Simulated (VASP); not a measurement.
A run of VASP 6.6.1 is set up as follows.

The input INCAR:

```
ALGO = Normal ; EDIFF = 1E-7
EDIFFG = -0.03 ; ENCUT = 600
GGA = CA ; IBRION = 2
ISIF = 3 ; ISMEAR = -1
LASPH = True ; LCHARG = False
LREAL = False ; LWAVE = False
NELM = 60 ; NSW = 80
PREC = Accurate ; SIGMA = 0.05
```

KPOINTS

```
k-points
0
Gamma
  17 17 8
```

POSCAR

```
Zn
1.0
    2.6700000000      0.0000000000      0.0000000000
   -1.3350000000      2.3122880000      0.0000000000
    0.0000000000      0.0000000000      4.9660000000
Zn
2
Direct
    0.3333333333      0.6666666667      0.2500000000
    0.6666666667      0.3333333333      0.7500000000
```

Potentials or basis: VASP PAW LDA potentials, release 64 (Zn).

Launch:

```console
$ cat potpaw_LDA.64/Zn/POTCAR > POTCAR
$ mpirun -np 1 vasp_std > vasp.out
```

Question: Predict the relaxed volume.

Answer: 13.51 Å³/atom.

Question: Predict the relaxed cell.

Answer: a = 2.599 Å, b = 2.599 Å, c = 4.618 Å, α = 90.00°, β = 90.00°, γ = 120.00°.

Stress tensor (GPa, compression positive):
```
 0.19  0.00  0.00
 0.00  0.19  0.00
 0.00  0.00 -0.18
```

LDA usually gives volumes a few per cent too small. Zero-point motion and thermal expansion aren't in these numbers.
